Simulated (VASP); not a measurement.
Runs of VASP 6.6.1 on BAs. The structure is that of space group F-43m (No. 216), or close to it. The cells are those of the table. 

```csv
level,potentials or basis,cell,k mesh,cutoff (eV),smearing,grid for exact exchange (PRECFOCK),share of exact exchange,screening parameter,gap on the mesh (eV),pressure (GPa)
HSE06,"VASP PAW PBE potentials, release 64 (B, As)","a = 3.372, b = 3.372, c = 3.344 Å, angles 60.3, 60.3, 59.4°, 2 atoms",6 × 6 × 6,520,gaussian 0.01 eV,Normal,0.25,0.2079 1/Å,(b),1.4
HSE06,"VASP PAW PBE potentials, release 64 (B, As)","a = 3.383 Å, angles 60.0°, 2 atoms",6 × 6 × 6,520,gaussian 0.01 eV,Normal,0.25,0.2079 1/Å,1.95,-1.2
r2SCAN,"VASP PAW PBE potentials, release 64 (B, As)","a = 3.390, b = 3.383 Å, angles 60.1, 59.8, 60.1°, 2 atoms",10 × 10 × 10,520,gaussian 0.01 eV,-,-,-,(c),-0.4
PBE,"VASP PAW PBE potentials, release 64 (B, As_d)","a = 3.372, b = 3.372, c = 3.344 Å, angles 60.3, 60.3, 59.4°, 2 atoms",10 × 10 × 10,560,fermi-dirac 0.02 eV,-,-,-,1.04,4.5
r2SCAN,"VASP PAW PBE potentials, release 64 (B, As)","a = 3.470, b = 3.470, c = 3.383 Å, angles 60.8, 60.8, 58.3°, 2 atoms",10 × 10 × 10,520,gaussian 0.01 eV,-,-,-,1.04,(a)
```

Alike in all rows: task single point; no spin polarisation.

Question: Fill in the values left out.

Answer: (a) -6.2; (b) 1.80; (c) 1.34.

Caveats: the PAW data sets were made with another functional, which shifts forces and pressure a little (at least some runs); the cell stands under pressure (at least some runs); the stress differs along the axes, from -14 to -2 GPa (at least some runs).

A k mesh can miss the band edges, and the runs leave out spin-orbit coupling on As.

The runs don't all hold the same shells in valence.
